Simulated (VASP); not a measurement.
Wanted: the native input for a VASP 6.6.1 run.

- Task: single point
- Functional: PBE
- Potentials or basis: VASP PAW PBE potentials, release 64 (Ca_sv, O)
- Cutoff: 520 eV
- k mesh: 2 × 2 × 1
- Occupations: fermi-dirac, width 0.05 eV
- Spin: no spin polarisation
- Dipole correction: no
- Further INCAR settings: LREAL = Auto; ALGO = Normal; EDIFF = 1e-06; NBANDS = 78

The structure of CaO lies in POSCAR:

```
CaO
1.0
    6.9395459268      0.0000000000      0.0000000000
    3.4697729634      6.0098230634      0.0000000000
    0.0000000000      0.0000000000     17.2495870000
Ca O
8 8
Direct
    0.0000000000      0.0000000000      0.0579724000
    0.0000000000      0.5000000000      0.0579724000
    0.5000000000      0.0000000000      0.0579724000
    0.5000000000      0.5000000000      0.0579724000
    0.6666666667      0.6666666667      0.2296968368
    0.6666666667      0.1666666667      0.2296968368
    0.1666666667      0.6666666667      0.2296968368
    0.1666666667      0.1666666667      0.2296968368
    0.3333333333      0.8333333333      0.0907567528
    0.3333333333      0.3333333333      0.0907567528
    0.8333333333      0.8333333333      0.0907567528
    0.8333333333      0.3333333333      0.0907567528
    1.0000000000      0.5000000000      0.2554939631
    1.0000000000      0.0000000000      0.2554939631
    0.5000000000      0.5000000000      0.2554939631
    0.5000000000      1.0000000000      0.2554939631
```

One way to write it, as run:

INCAR

```
SYSTEM = CaO
PREC = Accurate
ENCUT = 520
EDIFF = 1E-6
ISMEAR = -1
SIGMA = 0.05
LREAL = Auto
LASPH = .TRUE.
NELM = 80
ALGO = Normal
ISIF = 2
LWAVE = .FALSE.
LCHARG = .FALSE.
GGA = PE
NBANDS = 78
```

KPOINTS

```
Automatic mesh
0
G
  2 2 1
  0 0 0
```

Potentials or basis: VASP PAW PBE potentials, release 64 (Ca_sv, O).

Launch:

```sh
$ cat potpaw_PBE.64/Ca_sv/POTCAR potpaw_PBE.64/O/POTCAR > POTCAR
$ mpirun -np 1 vasp_std > vasp.out
```

It gave:

| Property | Result |
| --- | --- |
| Largest force | 0.119 eV/Å |
| Band gap on the k mesh | zero (filled and empty bands touch) |

Caveat: the k points lie up to 0.52 Å⁻¹ apart; there is no dipole correction, which matters where the two faces differ.

Wall time 3.5 min on 1 thread of AMD EPYC 9R45 96-Core Processor (Zen 5), on a shared host, peak memory 0.69 GiB.
